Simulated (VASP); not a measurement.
Write the native input for VASP 6.6.1 that does the following.

```
Task                   : single point
Functional             : LDA
Potentials or basis    : VASP PAW LDA potentials, release 64 (Y_sv, Si, Ru_pv)
Cutoff                 : 520 eV
k mesh                 : 9 × 9 × 9
Occupations            : fermi-dirac, width 0.1 eV
Spin                   : no spin polarisation
Dipole correction      : no
Further INCAR settings : ALGO = Normal; EDIFF = 1e-06; NBANDS = 32
```

The structure of YSi2Ru2 lies in POSCAR:

```
YSi2Ru2
1.0
   -2.1318441125      2.1318441125      4.8924634803
    2.1318441125     -2.1318441125      4.8924634803
    2.1318441125      2.1318441125     -4.8924634803
Y Si Ru
1 2 2
Direct
    0.0000000000      0.0000000000      0.0000000000
    0.3750000000      0.3750000000      0.0000000000
    0.6250000000      0.6250000000      0.0000000000
    0.7500000000      0.2500000000      0.5000000000
    0.2500000000      0.7500000000      0.5000000000
```

These files were run (other wordings do the same):

INCAR

```
PREC = Accurate ; ENCUT = 520
EDIFF = 1E-6 ; ISMEAR = -1
SIGMA = 0.1 ; LREAL = False
LASPH = True ; NELM = 80
ALGO = Normal ; ISIF = 2
LWAVE = False ; LCHARG = True
GGA = CA ; LELF = True
LVHAR = True ; NBANDS = 32
```

KPOINTS

```
regular mesh
0
Gamma
  9 9 9
```

Potentials or basis: VASP PAW LDA potentials, release 64 (Y_sv, Si, Ru_pv).

The run is started by

```sh
$ cat potpaw_LDA.64/Y_sv/POTCAR potpaw_LDA.64/Si/POTCAR potpaw_LDA.64/Ru_pv/POTCAR > POTCAR
$ mpirun -np 1 vasp_std > vasp.out
```

Results of the run:

```
Pressure               : -17.5 GPa
Largest force          : 1.575 eV/Å
Band gap on the k mesh : zero (an odd number of electrons rules out a gap without spin polarisation)
```

Caveat: the cell stands under tension; forces of over 1 eV/Å act on the atoms, so gaps and moduli don't describe the material at rest.

Wall time 5.7 min on 1 thread of Intel(R) Xeon(R) Platinum 8259CL CPU @ 2.50GHz (Skylake/Cascade Lake) (shared host), peak memory 0.42 GiB.
